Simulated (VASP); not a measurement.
Here is a VASP 6.6.1 calculation.

The input INCAR:

```
SYSTEM = TaSi2
PREC     = Accurate       ! precision mode
ENCUT    = 520            ! plane-wave cutoff, eV
EDIFF    = 1E-6           ! SCF threshold, eV
ISMEAR   = 0              ! smearing method
SIGMA    = 0.15           ! smearing width, eV
LREAL    = .FALSE.        ! projectors in reciprocal space
LASPH    = .TRUE.         ! aspherical terms in the spheres
NELM     = 80             ! most SCF steps
ALGO     = Normal         ! electronic algorithm
ISIF     = 2              ! what is computed and relaxed
LWAVE    = .FALSE.        ! write WAVECAR
LCHARG   = .TRUE.         ! write CHGCAR
GGA      = PE             ! functional
LELF     = .TRUE.         ! ELF
LVHAR    = .TRUE.       
NBANDS   = 38             ! bands
```

File KPOINTS:

```
regular mesh
0
G
  9 9 6
  0 0 0
```

The input POSCAR:

```
TaSi2
1.0
    4.8051009126      0.1081147705      0.0000000000
   -2.3089203185      4.1072820728      0.0000000000
    0.0000000000      0.0000000000      6.5988658829
Ta Si
3 6
Direct
    0.5000000000      0.0000000000      0.5000000000
    0.5000000000      0.5000000000      0.8333333333
    0.0000000000      0.5000000000      0.1666666667
    0.1589199925      0.3178399850      0.5000000000
    0.8410800075      0.1589199925      0.8333333333
    0.6821600150      0.8410800075      0.1666666667
    0.8410800075      0.6821600150      0.5000000000
    0.1589199925      0.8410800075      0.8333333333
    0.3178399850      0.1589199925      0.1666666667
```

Potentials or basis: VASP PAW PBE potentials, release 64 (Ta_pv, Si).

Run with:

```sh
$ cat potpaw_PBE.64/Ta_pv/POTCAR potpaw_PBE.64/Si/POTCAR > POTCAR
$ mpirun -np 1 vasp_std > vasp.out
```

Question: Estimate the largest force.

Answer: 0.255 eV/Å.

Question: Predict the pressure.

Answer: 0.5 GPa.

Question: Estimate the band gap on the k mesh.

Answer: Zero (an odd number of electrons rules out a gap without spin polarisation).

Stress tensor (GPa, compression positive):
```
 0.89 -6.53  0.00
-6.53  0.45  0.00
 0.00  0.00  0.21
```

Caveat: the cell differs from its parent crystal (strain +0.0450 x Voigt [0, 0, 0, 0, 0, 1]); spin-orbit coupling is left out, which moves the levels of the heavy elements.
